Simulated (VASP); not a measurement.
# SiC (F-43m) in VASP: notebook, part 2 of 2

VASP 6.6.1. Earlier steps stand in the parts before.

## 3. Vibrations by perturbation theory, LDA

This run uses another cell than the first one, of 10.14 Å³/atom, 1.031 times its volume.

Contents of INCAR:

```
SYSTEM = SiC
PREC = Accurate
ENCUT = 520
EDIFF = 1E-8
ISMEAR = 0
SIGMA = 0.01
LREAL = .FALSE.
LASPH = .TRUE.
NELM = 80
ALGO = Normal
ISIF = 2
LWAVE = .FALSE.
LCHARG = .FALSE.
NBANDS = 11
IBRION = 8
NSW = 1
```

Contents of KPOINTS:

```
Automatic mesh
0
G
  10 10 10
  0 0 0
```

Contents of POSCAR:

```
SiC
1.0
    0.0000000000      2.1644886462      2.1644886462
    2.1644886462      0.0000000000      2.1644886462
    2.1644886462      2.1644886462      0.0000000000
Si C
1 1
Direct
    0.0000000000      0.0000000000      0.0000000000
    0.7500000000      0.7500000000      0.7500000000
```

Potentials or basis: VASP PAW LDA potentials, release 64 (Si, C).

On the command line:

```sh
$ cat potpaw_LDA.64/Si/POTCAR potpaw_LDA.64/C/POTCAR > POTCAR
$ mpirun -np 1 vasp_std > vasp.out
```

OUTCAR:

```text
SYSTEM = SiC
   PREC = Accurate
   ENCUT = 520
   EDIFF = 1E-8
   ISMEAR = 0
   LREAL = .FALSE.
   LASPH = .TRUE.
   NELM = 80
   ISIF = 2
   IBRION = 8
   NSW = 1

 ion  position               nearest neighbor table
   1  0.000  0.000  0.000-   2 1.87   2 1.87   2 1.87   2 1.87
   2  0.750  0.750  0.750-   1 1.87   1 1.87   1 1.87   1 1.87

  LATTYP: Found a face centered cubic cell.
 ALAT       =     4.3289772924

  Lattice vectors:

 A1 = (   0.0000000000,   2.1644886462,   2.1644886462)
 A2 = (   2.1644886462,   0.0000000000,   2.1644886462)
 A3 = (   2.1644886462,   2.1644886462,   0.0000000000)

Analysis of symmetry for initial positions (statically):
=====================================================================
 Subroutine PRICEL returns:
 Original cell was already a primitive cell.

 Routine SETGRP: Setting up the symmetry group for a
 face centered cubic supercell.
[... 564 lines left out ...]

 INTERNAL STRAIN TENSOR  FOR ION    2  DIRECTION 1   (eV/Angst):
 -----------------------------------------------------------------------------
    -0.00296  0.00000  0.00000
     0.00000  0.00087  8.68461
     0.00000  8.68461  0.00087

 INTERNAL STRAIN TENSOR FOR ION    2 for displacements in x,y,z  (eV/Angst):
          X           Y           Z          XY          YZ          ZX
  --------------------------------------------------------------------------------
  x     0.00000    -0.00000     0.00000     0.00000     8.68461     0.00000
  y    -0.00000     0.00000     0.00000     0.00000     0.00000     8.68461
  z     0.00000     0.00000     0.00000     8.68461     0.00000     0.00000

 SECOND DERIVATIVES (NOT SYMMETRIZED)
 ------------------------------------
               1X          1Y          1Z          2X          2Y          2Z
  1X   -19.691188    0.000000    0.000000   19.691188    0.000000    0.000000
  1Y     0.000000  -19.691188    0.000000    0.000000   19.691188    0.000000
  1Z     0.000000    0.000000  -19.691188    0.000000    0.000000   19.691188
  2X    19.687818    0.000000    0.000000  -19.687818    0.000000    0.000000
  2Y     0.000000   19.687818    0.000000    0.000000  -19.687818    0.000000
  2Z     0.000000    0.000000   19.687818    0.000000    0.000000  -19.687818

 Eigenvectors and eigenvalues of the dynamical matrix
 ----------------------------------------------------

   1 f  =   23.915771 THz   150.267219 2PiTHz  797.744242 cm-1    98.907636 meV
             X         Y         Z           dx          dy          dz
      0.000000  0.000000  0.000000     0.547350   -0.000000    0.000000
      3.246733  3.246733  3.246733    -0.836904    0.000000    0.000000
[... 21 lines left out ...]
   6 f/i=    0.000938 THz     0.005891 2PiTHz    0.031276 cm-1     0.003878 meV
             X         Y         Z           dx          dy          dz
      0.000000  0.000000  0.000000     0.025711    0.836509    0.000000
      3.246733  3.246733  3.246733     0.016816    0.547092    0.000000

--------------------------------------------------------------------------------------------------------

 ELASTIC MODULI CONTR FROM IONIC RELAXATION (kBar)
 Direction    XX          YY          ZZ          XY          YZ          ZX
 --------------------------------------------------------------------------------
 XX          -0.0000     -0.0000     -0.0000      0.0000     -0.0000      0.0000
 YY          -0.0000     -0.0000     -0.0000      0.0000     -0.0000     -0.0000
 ZZ          -0.0000     -0.0000     -0.0000     -0.0000     -0.0000      0.0000
 XY           0.0000      0.0000     -0.0000   -277.7189      0.0000      0.0000
 YZ          -0.0000     -0.0000     -0.0000      0.0000   -277.7189      0.0000
 ZX           0.0000     -0.0000      0.0000      0.0000      0.0000   -277.7189
 --------------------------------------------------------------------------------
```

Run time: 25 s. Hardware: 1 thread of Intel Xeon 6975P-C (Granite Rapids), shared host; peak memory 0.2 GiB.

What came out:

* Highest phonon frequency at Γ, LO-TO splitting left out: 798 cm⁻¹

Phonon frequencies in cm⁻¹ (negative: imaginary):
```csv
q point,frequencies
"(0.000, 0.000, 0.000)",0 0 0 798 798 798
```

## 4. Vibrations by perturbation theory, LDA

This run uses another cell than the first one, of 10.14 Å³/atom, 1.031 times its volume.

Contents of INCAR:

```
PREC     = Accurate       # precision mode
ENCUT    = 520            # plane-wave cutoff, eV
EDIFF    = 1E-8           # SCF threshold, eV
ISMEAR   = 0              # smearing method
SIGMA    = 0.01           # smearing width, eV
LREAL    = False          # projectors in reciprocal space
LASPH    = True           # aspherical terms in the spheres
NELM     = 80             # most SCF steps
ALGO     = Normal         # electronic algorithm
ISIF     = 2              # what is computed and relaxed
LWAVE    = False          # write WAVECAR
LCHARG   = False          # write CHGCAR
NBANDS   = 11             # bands
IBRION   = 8              # ionic algorithm
NSW      = 1              # ionic steps
LEPSILON = True           # dielectric tensor by DFPT
```

Contents of KPOINTS:

```
regular mesh
0
Gamma
  10 10 10
```

POSCAR is that of step 3.

Potentials or basis: VASP PAW LDA potentials, release 64 (Si, C).

On the command line:

```sh
$ cat potpaw_LDA.64/Si/POTCAR potpaw_LDA.64/C/POTCAR > POTCAR
$ mpirun -np 1 vasp_std > vasp.out
```

OUTCAR:

```text
PREC = Accurate
   ENCUT = 520
   EDIFF = 1E-8
   ISMEAR = 0
   LREAL = False
   LASPH = True
   NELM = 80
   ISIF = 2
   IBRION = 8
   NSW = 1
   LEPSILON = True

 ion  position               nearest neighbor table
   1  0.000  0.000  0.000-   2 1.87   2 1.87   2 1.87   2 1.87
   2  0.750  0.750  0.750-   1 1.87   1 1.87   1 1.87   1 1.87

  LATTYP: Found a face centered cubic cell.
 ALAT       =     4.3289772924

[... 663 lines left out ...]
      3.246733  3.246733  3.246733    -0.000000    0.836904   -0.000000
[... 21 lines left out ...]
   6 f/i=    0.000938 THz     0.005896 2PiTHz    0.031301 cm-1     0.003881 meV
             X         Y         Z           dx          dy          dz
      0.000000  0.000000  0.000000    -0.155695   -0.800293   -0.188938
      3.246733  3.246733  3.246733    -0.101827   -0.523406   -0.123569

--------------------------------------------------------------------------------------------------------

 MACROSCOPIC STATIC DIELECTRIC TENSOR IONIC CONTRIBUTION
 ------------------------------------------------------
           3.343206     0.000000     0.000000
           0.000000     3.343206    -0.000000
           0.000000    -0.000000     3.343206
 ------------------------------------------------------

 ELASTIC MODULI CONTR FROM IONIC RELAXATION (kBar)
 Direction    XX          YY          ZZ          XY          YZ          ZX
 --------------------------------------------------------------------------------
 XX          -0.0000     -0.0000      0.0000      0.0000      0.0000      0.0000
 YY          -0.0000     -0.0000      0.0000     -0.0000      0.0000     -0.0000
 ZZ           0.0000      0.0000     -0.0000      0.0000     -0.0000     -0.0000
 XY           0.0000     -0.0000      0.0000   -277.7192     -0.0000      0.0000
 YZ           0.0000      0.0000     -0.0000     -0.0000   -277.7192     -0.0000
 ZX           0.0000     -0.0000     -0.0000      0.0000     -0.0000   -277.7192
 --------------------------------------------------------------------------------

 PIEZOELECTRIC TENSOR IONIC CONTR  for field in x, y, z        (C/m^2)
          XX          YY          ZZ          XY          YZ          ZX
  --------------------------------------------------------------------------------
  x     0.00000     0.00000    -0.00000    -0.00000    -0.90669    -0.00000
  y     0.00000    -0.00000    -0.00000     0.00000    -0.00000    -0.90669
  z     0.00000    -0.00000     0.00000    -0.90669    -0.00000     0.00000
```

stdout:

```text
POSCAR found type information on POSCAR SiC
 POSCAR found :  2 types and       2 ions
 scaLAPACK will be used
 LDA part: xc-table for (Slater(with rela. corr.)+CA(PZ))
 , standard interpolation
 POSCAR, INCAR and KPOINTS ok, starting setup
 FFT: planning ... GRIDC
 FFT: planning ... GRID_SOFT
 FFT: planning ... GRID
[... 24 lines left out ...]
 Linear response to external field, progress :
  Direction:   3
 dielectric tensor                  component  3 :     1.075     1.523     6.971
 Linear response DOF=           2
 Linear response progress:
 first order change of Fermi-energy  -0.13529E+01
 force on displaced ion       1 direction 1 : -19.691   0.000   0.000
 Born effective charge ion    1 direction 1 :   2.711   0.000   0.000
 Linear response progress:
 first order change of Fermi-energy   0.13487E+01
 force on displaced ion       2 direction 1 : -19.688   0.000   0.000
 Born effective charge ion    2 direction 1 :  -2.720   0.000   0.000
 Born effective charges drift removed
 Linear response finished
```

Wall time 65 s (1 thread of Intel Xeon 6975P-C (Granite Rapids), shared host); peak memory 0.2 GiB.

What came out:

* Electronic dielectric tensor (diagonal): 6.97
* Born charges (mean of the diagonal): Si +2.72; C -2.72 e
* Highest phonon frequency at Γ, LO-TO splitting left out: 798 cm⁻¹

Phonon frequencies in cm⁻¹ (negative: imaginary):
| q point | frequencies |
| --- | --- |
| (0.000, 0.000, 0.000) | 0 0 0 798 798 798 |

Electronic dielectric tensor:
```
6.97 0.00 0.00
0.00 6.97 0.00
0.00 0.00 6.97
```

Born effective charge tensors (e):
atom 1, Si
```
2.72 0.00 0.00
0.00 2.72 0.00
0.00 0.00 2.72
```
atom 2, C
```
-2.72  0.00  0.00
 0.00 -2.72  0.00
 0.00  0.00 -2.72
```
